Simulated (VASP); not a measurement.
Set up this calculation in VASP 6.6.1, as the native input.

| Item | Value |
| --- | --- |
| Task | single point |
| Functional | PBEsol |
| Potentials or basis | VASP PAW PBE potentials, release 64 (Co) |
| Cutoff | 520 eV |
| k mesh | 21 × 21 × 12 |
| Occupations | gaussian, width 0.15 eV |
| Spin | collinear spin, ferromagnetic start |
| Starting moments | [1.79, 1.79] μB |
| Dipole correction | no |
| Further INCAR settings | ALGO = Normal; EDIFF = 1e-07; NBANDS = 20 |

The structure of Co lies in POSCAR:

```
Co
1.0
    2.3327000000      0.0000000000      0.0000000000
   -1.1663500000      2.0201774594      0.0000000000
    0.0000000000      0.0000000000      3.7690000000
Co
2
Direct
    0.3333333333      0.6666666667      0.2500000000
    0.6666666667      0.3333333333      0.7500000000
```

These files were run (other wordings do the same):

INCAR

```
SYSTEM = Co
PREC = Accurate
ENCUT = 520
EDIFF = 1E-7
ISMEAR = 0
SIGMA = 0.15
LREAL = .False.
LASPH = .True.
NELM = 150
ALGO = Normal
ISIF = 2
LWAVE = .False.
LCHARG = .True.
ISPIN = 2
MAGMOM = 1.79 1.79
LORBIT = 11
LMAXMIX = 4
GGA = PS
LELF = .True.
LVHAR = .True.
NBANDS = 20
```

KPOINTS

```
Automatic mesh
0
Gamma
  21 21 12
  0 0 0
```

Potentials or basis: VASP PAW PBE potentials, release 64 (Co).

Run with:

```sh
$ cat potpaw_PBE.64/Co/POTCAR > POTCAR
$ mpirun -np 1 vasp_std > vasp.out
```

It gave:

| Property | Result |
| --- | --- |
| Pressure | 52.1 GPa |
| Net moment | 2.79 μB per cell |
| Site moments | Co +1.37 μB |
| Valence electrons inside the program's atomic spheres | Co 8.75 |

Caveat: the PAW data sets were made with another functional, which shifts forces and pressure a little.

Wall time 3 min on 1 thread of Intel(R) Xeon(R) Platinum 8488C (Sapphire Rapids), with other jobs on the host, peak memory 0.27 GiB.
